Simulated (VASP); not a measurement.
# Pb in VASP: single point with PBE

Aim: the single point of Pb with PBE.

All numbers are computed with VASP 6.6.1; they aren't measurements. Logs are shortened: lines on timing, memory, paths and dates and some standing lists are left out, and cuts for length are marked.

## 1. The cell of the first run

The cell holds a slab with vacuum, 5 atoms: a = 3.540 Å, b = 3.540 Å, c = 27.742 Å, α = 90.00°, β = 90.00°, γ = 120.00°.

## 2. Single point, PBE

POSCAR

```
Pb
1.0
    3.5396290503      0.0000000000      0.0000000000
   -1.7698145252      3.0654086775      0.0000000000
    0.0000000000      0.0000000000     27.7418000000
Pb
5
Direct
    0.0000000000      0.0000000000      0.2883733192
    0.3333333340      0.6666666660      0.3941866598
    0.0000000000      0.0000000000      0.4999999997
    0.3333333340      0.6666666660      0.6058133402
    0.0000000000      0.0000000000      0.7116266808
```

INCAR.step1

```
PREC     = Accurate       # precision mode
ENCUT    = 520            # plane-wave cutoff, eV
EDIFF    = 1E-6           # SCF threshold, eV
ISMEAR   = -1             # smearing method
SIGMA    = 0.08           # smearing width, eV
LREAL    = False          # projectors in reciprocal space
LASPH    = True           # aspherical terms in the spheres
NELM     = 80             # most SCF steps
ALGO     = Normal         # electronic algorithm
ISIF     = 2              # what is computed and relaxed
LWAVE    = False          # write WAVECAR
LCHARG   = True           # write CHGCAR
LDIPOL   = True         
IDIPOL   = 3            
DIPOL    = 0.5 0.5 0.500
GGA      = PE             # functional
NBANDS   = 43             # bands
```

KPOINTS.step1

```
Automatic mesh
0
Gamma
  12 12 1
```

INCAR.step2

```
PREC     = Accurate       # precision mode
ENCUT    = 520            # plane-wave cutoff, eV
EDIFF    = 1E-6           # SCF threshold, eV
ISMEAR   = -5             # smearing method
SIGMA    = 0.08           # smearing width, eV
LREAL    = False          # projectors in reciprocal space
LASPH    = True           # aspherical terms in the spheres
NELM     = 80             # most SCF steps
ALGO     = Normal         # electronic algorithm
ISIF     = 2              # what is computed and relaxed
LWAVE    = False          # write WAVECAR
LCHARG   = False          # write CHGCAR
LDIPOL   = True         
IDIPOL   = 3            
DIPOL    = 0.5 0.5 0.500
GGA      = PE             # functional
LORBIT   = 11             # projections on sites
NEDOS    = 1001           # points of the DOS
ICHARG   = 11             # starting density
```

KPOINTS.step2

```
Automatic mesh
0
Gamma
  18 18 1
```

Potentials or basis: VASP PAW PBE potentials, release 64 (Pb_d).

The run is started by

```
$ cat potpaw_PBE.64/Pb_d/POTCAR > POTCAR
$ cp INCAR.step1 INCAR
$ cp KPOINTS.step1 KPOINTS
$ mpirun -np 1 vasp_std > vasp.out
$ cp INCAR.step2 INCAR
$ cp KPOINTS.step2 KPOINTS
$ mpirun -np 1 vasp_std > vasp.out
```

OUTCAR:

```text
PREC = Accurate
   ENCUT = 520
   EDIFF = 1E-6
   ISMEAR = -5
   LREAL = False
   LASPH = True
   NELM = 80
   ISIF = 2
   GGA = PE
   LORBIT = 11
   ICHARG = 11

 ion  position               nearest neighbor table
   1  0.000  0.000  0.288-   2 3.58   2 3.58   2 3.58
   2  0.333  0.667  0.394-   3 3.58   3 3.58   3 3.58   1 3.58   1 3.58   1 3.58
   3  0.000  0.000  0.500-   2 3.58   2 3.58   2 3.58   4 3.58   4 3.58   4 3.58
   4  0.333  0.667  0.606-   3 3.58   3 3.58   5 3.58   5 3.58   3 3.58   5 3.58
   5  0.000  0.000  0.712-   4 3.58   4 3.58   4 3.58

  LATTYP: Found a hexagonal cell.
 ALAT       =     3.5396290503
 C/A-ratio  =     7.8374879418

  Lattice vectors:

 A1 = (   3.5396290503,   0.0000000000,   0.0000000000)
 A2 = (  -1.7698145252,   3.0654086775,   0.0000000000)
 A3 = (   0.0000000000,   0.0000000000,  27.7418000000)

Analysis of symmetry for initial positions (statically):
=====================================================================
 Subroutine PRICEL returns:
 Original cell was already a primitive cell.

 Routine SETGRP: Setting up the symmetry group for a
 hexagonal supercell.

 Subroutine GETGRP returns: Found 12 space group operations
 (whereof 12 operations were pure point group operations)
 out of a pool of 24 trial point group operations.

The static configuration has the point symmetry D_3h.

Analysis of symmetry for dynamics (positions and initial velocities):
=====================================================================
 Subroutine PRICEL returns:
 Original cell was already a primitive cell.

 Routine SETGRP: Setting up the symmetry group for a
 hexagonal supercell.

 Subroutine GETGRP returns: Found 12 space group operations
 (whereof 12 operations were pure point group operations)
 out of a pool of 24 trial point group operations.

The dynamic configuration has the point symmetry D_3h.

 Subroutine INISYM returns: Found 12 space group operations
 (whereof 12 operations are pure point group operations),
 and found     1 'primitive' translations

----------------------------------------------------------------------------------------

                                     Primitive cell

[... 110 lines left out ...]
   NUPDOWN=      -1.0000    fix difference up-down
   EMIN   =  10.00;   EMAX   =-10.00  energy-range for DOS
   EFERMI =   0.00;   METHOD = LEGACY
   ISMEAR =    -5;   SIGMA  =   0.08  broadening in eV -4-tet -1-fermi 0-gaus
   EFERMI_NEDOS =   21; number of points for ismear=-14 and -15
   IALGO  =     38    algorithm
   IMIX   =      4    mixing-type and parameters
     AMIX     =   0.40;   BMIX     =  1.00
     AMIX_MAG =   1.60;   BMIX_MAG =  1.00
  volume/ion in A,a.u.               =      60.20       406.26
  Fermi-wavevector in a.u.,A,eV,Ry     =   1.006732  1.902448 13.789634  1.013510
  Thomas-Fermi vector in A             =   2.139493
   LORBIT       =     11    0 simple, 1 ext, 2 COOP (PROOUT), +10 PAW based schemes
   GGA     = PE    functional components
   LHFCALC =     F    Hartree Fock is set to
   AEXX    =    0.0000 exact exchange contribution
   IVDW    =     0    specifies the selected vdW correction
   LEPSILON=     F    determine dielectric tensor
   LRPA    =     F    only Hartree local field effects (RPA)
 non-spin polarized calculation
 Fermi weights with tetrahedron method with Bloechl corrections
  energy-cutoff  :      520.00
  volume of cell :      301.01
 maximum number of plane-waves:      8207
 NGX is ok and might be reduce to    28

 number of electron      70.0000008 magnetization

 dipolmoment           0.000000      0.000000     -0.000000 electrons x Angstroem

 Free energy of the ion-electron system (eV)
  ---------------------------------------------------
  ext. energy  EPLUGINS =         0.00000000
  ---------------------------------------------------
  free energy    TOTEN  =       -17.29579104 eV

  energy without entropy =      -17.29579104  energy(sigma->0) =      -17.29579104

 E-fermi :   1.7815     XC(G=0):  -5.8138

 val. band max:        1.7700725287   @ k =   0.1111   0.0556   0.0000
 cond. band min:       1.7502077319   @ k =   0.3333   0.2778   0.0000
 fundamental gap:     -0.0198647967
 Fermi energy:         1.7815128372

 k-point     1 :       0.0000    0.0000    0.0000
  band No.  band energies     occupation
      1     -15.2909      2.00000
      2     -15.2862      2.00000
      3     -15.2854      2.00000
      4     -15.2739      2.00000
      5     -15.2739      2.00000
      6     -15.2257      2.00000
[... 1069 lines left out ...]
     41       4.1740      0.00000
     42       4.5099      0.00000

 [... further k-points ...]

------------------------ aborting loop because EDIFF is reached ----------------------------------------

 vacuum level on the upper side and lower side of the slab       (xc-potential included)        -0.117        -0.117

  FORCE on cell =-STRESS in cart. coord.  units (eV):
  Direction    XX          YY          ZZ          XY          YZ          ZX
  --------------------------------------------------------------------------------------
  -------------------------------------------------------------------------------------
  Total       -1.1276592     -1.1276592     -0.3573724      0.0000000      0.0000000      0.0000000
  in kB       -6.0021615     -6.0021615     -1.9021768      0.0000000      0.0000000      0.0000000
  external PRESSURE =      -4.6354999 kB  Pullay stress =       0.0000000 kB

 VOLUME and BASIS-vectors are now :
 -----------------------------------------------------------------------------
  energy-cutoff  :      520.00
  volume of cell :      301.01
      direct lattice vectors                 reciprocal lattice vectors
     3.539629050  0.000000000  0.000000000     0.282515480  0.163110388  0.000000000
    -1.769814525  3.065408677  0.000000000     0.000000000  0.326220777  0.000000000
     0.000000000  0.000000000 27.741800000     0.000000000  0.000000000  0.036046688

 POSITION                                       TOTAL-FORCE (eV/Angst)
 -----------------------------------------------------------------------------------
      0.00000      0.00000      7.99999        -0.000000     -0.000000      0.175528
      0.00000      2.04361     10.93545         0.000000      0.000000     -0.243247
      0.00000      0.00000     13.87090        -0.000000      0.000000     -0.000000
      0.00000      2.04361     16.80635         0.000000      0.000000      0.243247
      0.00000      0.00000     19.74181        -0.000000      0.000000     -0.175528
 -----------------------------------------------------------------------------------
    total drift:                                0.005157     -0.002977     -0.000010

  FREE ENERGIE OF THE ION-ELECTRON SYSTEM (eV)
  ---------------------------------------------------
  free  energy   TOTEN  =       -17.2957910411 eV

  energy  without entropy=      -17.2957910411  energy(sigma->0) =      -17.29579104

 vacuum level on the upper side and lower side of the slab         5.471         5.471

 total charge

# of ion       s       p       d       tot
------------------------------------------
    1        1.398   0.703   9.803  11.904
    2        1.407   0.725   9.807  11.940
    3        1.399   0.726   9.808  11.933
    4        1.407   0.725   9.807  11.940
    5        1.398   0.703   9.803  11.904
--------------------------------------------------
tot          7.009   3.582  49.029  59.620
```

OSZICAR.step1:

```text
N       E                     dE             d eps       ncg     rms          rms(c)
DAV:   1     0.828949505707E+03    0.82895E+03   -0.33227E+04  1714   0.161E+03
DAV:   2     0.681343611571E+02   -0.76082E+03   -0.75118E+03  1678   0.458E+02
DAV:   3    -0.131760264331E+02   -0.81310E+02   -0.80345E+02  1958   0.197E+02
[... 13 lines left out ...]
DAV:  17    -0.173459855948E+02   -0.31036E-04   -0.23298E-06  1204   0.938E-03    0.161E-03
DAV:  18    -0.173460099333E+02   -0.24338E-04   -0.23667E-06  1207   0.121E-02    0.100E-03
DAV:  19    -0.173460266059E+02   -0.16673E-04   -0.56769E-07  1173   0.484E-03    0.482E-04
DAV:  20    -0.173460390528E+02   -0.12447E-04   -0.83162E-07  1128   0.304E-03    0.223E-04
DAV:  21    -0.173460410296E+02   -0.19768E-05   -0.12320E-07  1089   0.149E-03    0.222E-04
DAV:  22    -0.173460415596E+02   -0.52995E-06   -0.31507E-08   989   0.188E-03
   1 F= -.17346042E+02 E0= -.17308830E+02  d E =-.744230E-01
```

It took 5.6 min on 1 thread of Intel Xeon 6975P-C (Granite Rapids), shared host; peak memory 0.57 GiB.

Results:

```
Valence electrons inside the program's atomic spheres : Pb 11.90, 11.94, 11.93 (each value once)
```

Caveat: spin-orbit coupling is left out, which moves the levels of the heavy elements; tetrahedron occupations give inexact forces and stress in metals.
